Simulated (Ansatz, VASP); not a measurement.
## BaSrInSbO6 in VASP and in Ansatz

The input INCAR:

```
SYSTEM = BaSrInSbO6
PREC = Accurate ; ENCUT = 520
EDIFF = 1E-7 ; ISMEAR = 0
SIGMA = 0.05 ; LREAL = .False.
LASPH = .True. ; NELM = 80
ALGO = Normal ; ISIF = 2
LWAVE = .False. ; LCHARG = .True.
GGA = PE ; LELF = .True.
LVHAR = .True. ; NBANDS = 48
```

File KPOINTS:

```
regular mesh
0
Gamma
  6 6 6
  0 0 0
```

Contents of POSCAR:

```
BaSrInSbO6
1.0
    0.0000000000      4.1564860908      4.1564860908
    4.1564860908      0.0000000000      4.1564860908
    4.1564860908      4.1564860908      0.0000000000
Ba Sr In Sb O
1 1 1 1 6
Direct
    0.2499625604      0.2500024092      0.2500024092
    0.7499002107      0.7500064214      0.7500064214
   -0.0008905136      0.0000573046      0.0000573046
    0.4980381437      0.5001262455      0.5001262455
    0.7398432450      0.2582054447      0.2582054447
    0.2582054447      0.7398277227      0.7398277227
    0.7468507220      0.7490704379      0.2511912742
    0.2652196153      0.2674569886      0.7328202458
    0.2652196153      0.7328202458      0.2674569886
    0.7468507220      0.2511912742      0.7490704379
```

Input for Ansatz:

```yaml
crystal:
  lattice:
    - [0.0, 4.1564860908, 4.1564860908]
    - [4.1564860908, 0.0, 4.1564860908]
    - [4.1564860908, 4.1564860908, 0.0]
  atoms:
    - { symbol: Ba, position: [0.2499625604, 0.2500024092, 0.2500024092] }
    - { symbol: Sr, position: [0.7499002107, 0.7500064214, 0.7500064214] }
    - { symbol: In, position: [-0.0008905136, 5.73046e-05, 5.73046e-05] }
    - { symbol: Sb, position: [0.4980381437, 0.5001262455, 0.5001262455] }
    - { symbol: O, position: [0.739843245, 0.2582054447, 0.2582054447] }
    - { symbol: O, position: [0.2582054447, 0.7398277227, 0.7398277227] }
    - { symbol: O, position: [0.746850722, 0.7490704379, 0.2511912742] }
    - { symbol: O, position: [0.2652196153, 0.2674569886, 0.7328202458] }
    - { symbol: O, position: [0.2652196153, 0.7328202458, 0.2674569886] }
    - { symbol: O, position: [0.746850722, 0.2511912742, 0.7490704379] }
basis:
  ecutwfc: 420
kpoints:
  mp_grid: { grid: [6, 6, 6] }
hamiltonian:
  xc: pbe
scf:
  occupations: { method: gaussian, width: 0.05 }
output:
  forces: true
  stress: true
  eigenvalues: true
```

Change from the starting cell: mode 27 (613.6 1/cm) frozen in, largest displacement -0.060 Å.

Alike in both runs: task single point; functional PBE; k mesh 6 × 6 × 6; occupations gaussian, width 0.05 eV; no spin polarisation.

|  | VASP | Ansatz |
| --- | --- | --- |
| version | VASP 6.6.1 | Ansatz 0.2.0 |
| potentials or method | VASP PAW PBE potentials, release 64 (Ba_sv, Sr_sv, In_d, Sb, O), cutoff 520 eV | scalar-relativistic, plane waves, PAW |
| valence electrons in the cell | 74 | 84 |

VASP gave:

* gap on the k mesh at the Fermi level (eV): 0.79
* least direct gap on the mesh (eV): 0.79
* pressure (GPa): 1.4
* traceless stress, the component that is largest in VASP (GPa): -0.64
* rms of the force components (eV/Å): 0.662

Q: What did Ansatz give for the same quantities?

A: gap on the k mesh at the Fermi level (eV): 0.84; least direct gap on the mesh (eV): 0.84; pressure (GPa): 0.8; traceless stress, the component that is largest in VASP (GPa): -0.60; rms of the force components (eV/Å): 0.627.

Atom by atom the forces differ by 0.037 eV/Å (rms over components). The functional is the same, so the differences come from potentials, cutoffs and numerics. VASP's potentials hold 74 valence electrons a cell and Ansatz's 84, so a difference there can come from the potentials and not from the codes.

Neither program's run includes spin-orbit coupling.
